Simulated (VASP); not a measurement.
# CsSnI3 (Pm-3m) in VASP: a series of runs, part 2 of 2

VASP 6.6.1. The steps go on from the part before.

**3. Dielectric tensor, PBEsol**

Input file INCAR:

```
ALGO = Normal
EDIFF = 1E-8
ENCUT = 520
GGA = PS
ISIF = 2
ISMEAR = 0
LASPH = T
LCHARG = F
LEPSILON = T
LREAL = F
LWAVE = F
NELM = 60
PREC = Accurate
SIGMA = 0.01
```

Input file KPOINTS:

```
k-points
0
Gamma
  5 5 5
```

Input file POSCAR:

```
CsSnI3
1.0
    6.2057000000      0.0000000000      0.0000000000
    0.0000000000      6.2057000000      0.0000000000
    0.0000000000      0.0000000000      6.2057000000
Cs I Sn
1 3 1
Direct
    0.0000000000      0.0000000000      0.0000000000
    0.5000000000      0.5000000000      0.0000000000
    0.5000000000      0.0000000000      0.5000000000
    0.0000000000      0.5000000000      0.5000000000
    0.5000000000      0.5000000000      0.5000000000
```

Potentials or basis: VASP PAW PBE potentials, release 64 (Cs_sv, I, Sn_d).

Started as:

```
$ cat potpaw_PBE.64/Cs_sv/POTCAR potpaw_PBE.64/I/POTCAR potpaw_PBE.64/Sn_d/POTCAR > POTCAR
$ mpirun -np 1 vasp_std > vasp.out
```

OUTCAR:

```text
EDIFF = 1E-8
   ENCUT = 520
   GGA = PS
   ISIF = 2
   ISMEAR = 0
   LASPH = T
   LEPSILON = T
   LREAL = F
   NELM = 60
   PREC = Accurate

 ion  position               nearest neighbor table
   1  0.000  0.000  0.000-
   2  0.500  0.500  0.000-   5 3.10   5 3.10
   3  0.500  0.000  0.500-   5 3.10   5 3.10
   4  0.000  0.500  0.500-   5 3.10   5 3.10
   5  0.500  0.500  0.500-   2 3.10   3 3.10   4 3.10   2 3.10   3 3.10   4 3.10

  LATTYP: Found a simple cubic cell.
 ALAT       =     6.2057000000

  Lattice vectors:

 A1 = (   6.2057000000,   0.0000000000,   0.0000000000)
 A2 = (   0.0000000000,   6.2057000000,   0.0000000000)
 A3 = (   0.0000000000,   0.0000000000,   6.2057000000)

Analysis of symmetry for initial positions (statically):
=====================================================================
 Subroutine PRICEL returns:
 Original cell was already a primitive cell.

 Routine SETGRP: Setting up the symmetry group for a
 simple cubic supercell.

 Subroutine GETGRP returns: Found 48 space group operations
 (whereof 48 operations were pure point group operations)
 out of a pool of 48 trial point group operations.

The static configuration has the point symmetry O_h .

Analysis of symmetry for dynamics (positions and initial velocities):
=====================================================================
 Subroutine PRICEL returns:
 Original cell was already a primitive cell.

 Routine SETGRP: Setting up the symmetry group for a
 simple cubic supercell.

 Subroutine GETGRP returns: Found 48 space group operations
 (whereof 48 operations were pure point group operations)
 out of a pool of 48 trial point group operations.

The dynamic configuration has the point symmetry O_h .

 Subroutine INISYM returns: Found 48 space group operations
 (whereof 48 operations are pure point group operations),
 and found     1 'primitive' translations
[... 465 lines left out ...]

 Free energy of the ion-electron system (eV)
  ---------------------------------------------------
  ---------------------------------------------------
  free energy    TOTEN  =        -3.30457979 eV

  energy without entropy =       -3.30457979

------------------------ aborting loop because EDIFF is reached ----------------------------------------

--------------------------------------- Ionic step        2  -------------------------------------------

------------------------ aborting loop because EDIFF is reached ----------------------------------------

--------------------------------------- Ionic step        3  -------------------------------------------

 Free energy of the ion-electron system (eV)
  ---------------------------------------------------
  ---------------------------------------------------
  free energy    TOTEN  =        -3.30457872 eV

  energy without entropy =       -3.30457872

------------------------ aborting loop because EDIFF is reached ----------------------------------------

 PIEZOELECTRIC TENSOR FIELD DIRECTION 3  (e Angst)
 -----------------------------------------------------------------------------
    -0.00813  0.00000  0.00000           ( -0.00003  0.00000  0.00000)
     0.00000 -0.00813  0.00000           (  0.00000 -0.00003  0.00000)
    -0.00000  0.00000  0.03409           (  0.00000  0.00000 -0.00002)

 PIEZOELECTRIC TENSOR FIELD DIRECTION 3  (C/m^2)
 -----------------------------------------------------------------------------
    -0.00054  0.00000  0.00000
     0.00000 -0.00054  0.00000
    -0.00000  0.00000  0.00229

 MACROSCOPIC STATIC DIELECTRIC TENSOR (including local field effects in DFT)
 ------------------------------------------------------
           5.601729     0.000000     0.000000
           0.000000     5.601729     0.000000
          -0.000000     0.000000     5.601729
 ------------------------------------------------------

 PIEZOELECTRIC TENSOR (including local field effects)  for field in x, y, z        (e  Angst)
          XX          YY          ZZ          XY          YZ          ZX
  --------------------------------------------------------------------------------
  x     0.00000     0.00000     0.00000     0.00000     0.00000     0.00000
  y     0.00000     0.00000     0.00000     0.00000     0.00000     0.00000
  z     0.00000     0.00000     0.00000     0.00000     0.00000     0.00000

 PIEZOELECTRIC TENSOR (including local field effects)  for field in x, y, z        (C/m^2)
          XX          YY          ZZ          XY          YZ          ZX
  --------------------------------------------------------------------------------
  x     0.00000     0.00000     0.00000     0.00000     0.00000     0.00000
  y     0.00000     0.00000     0.00000     0.00000     0.00000     0.00000
  z     0.00000     0.00000     0.00000     0.00000     0.00000     0.00000

 BORN EFFECTIVE CHARGES (including local field effects) (in |e|, cummulative output)
 ---------------------------------------------------------------------------------
 ion    1
    1     1.16933    -0.00000     0.00000
    2    -0.00000     1.16933    -0.00000
    3     0.00000     0.00000     1.16933
 ion    2
    1    -1.17360    -0.00000     0.00000
    2    -0.00000    -1.17360     0.00000
    3    -0.00000    -0.00000    -4.13788
 ion    3
    1    -1.17360    -0.00000    -0.00000
    2     0.00000    -4.13788     0.00000
    3     0.00000    -0.00000    -1.17360
 ion    4
    1    -4.13788     0.00000    -0.00000
    2    -0.00000    -1.17360     0.00000
    3    -0.00000    -0.00000    -1.17360
 ion    5
    1     5.31574     0.00000    -0.00000
    2     0.00000     5.31574     0.00000
    3    -0.00000    -0.00000     5.31574
```

stdout:

```text
POSCAR found type information on POSCAR CsI Sn
 POSCAR found :  3 types and       5 ions
 scaLAPACK will be used
 -----------------------------------------------------------------------------
|                                                                             |
|                                                                             |
|     You enforced a specific xc type in the INCAR file but a different       |
[... 28 lines left out ...]
  Direction:   1
 dielectric tensor                  component  1 :     5.602    -0.859    -0.513
 Linear response to external field, progress :
  Direction:   2
 dielectric tensor                  component  2 :    -0.859     5.602    -0.512
 Linear response to external field, progress :
  Direction:   3
 dielectric tensor                  component  3 :    -0.545    -0.826     5.602
 Born effective charges drift removed
```

Wall time 25 min (1 thread of AMD EPYC 7R13, shared host); peak memory 0.55 GiB.

What came out:

```yaml
Band_gap_on_the_k_mesh: 1.72 eV
Electronic_dielectric_tensor_diagonal: 5.60
Born_charges_mean_of_the_diagonal: Cs +1.17; I -2.16; Sn +5.32 e
```

Levels at points of the mesh, in eV from the valence-band top:
```csv
k point,band 20,band 21,band 22,band 23,band 24,band 25
"(0.00, 0.00, 0.00)",-1.25,-1.25,-1.25,2.99,3.96,3.96
```

Electronic dielectric tensor:
```
5.60 0.00 0.00
0.00 5.60 0.00
0.00 0.00 5.60
```

Born effective charge tensors (e):
atom 1, Cs
```
1.17 0.00 0.00
0.00 1.17 0.00
0.00 0.00 1.17
```
atom 2, I
```
-1.17  0.00  0.00
 0.00 -1.17  0.00
 0.00  0.00 -4.14
```
atom 3, I
```
-1.17  0.00  0.00
 0.00 -4.14  0.00
 0.00  0.00 -1.17
```
atom 4, I
```
-4.14  0.00  0.00
 0.00 -1.17  0.00
 0.00  0.00 -1.17
```
atom 5, Sn
```
5.32 0.00 0.00
0.00 5.32 0.00
0.00 0.00 5.32
```

Caveat: spin-orbit coupling is left out, which moves the levels of the heavy elements; an odd mesh through Γ misses points on the zone boundary, where band edges can lie.
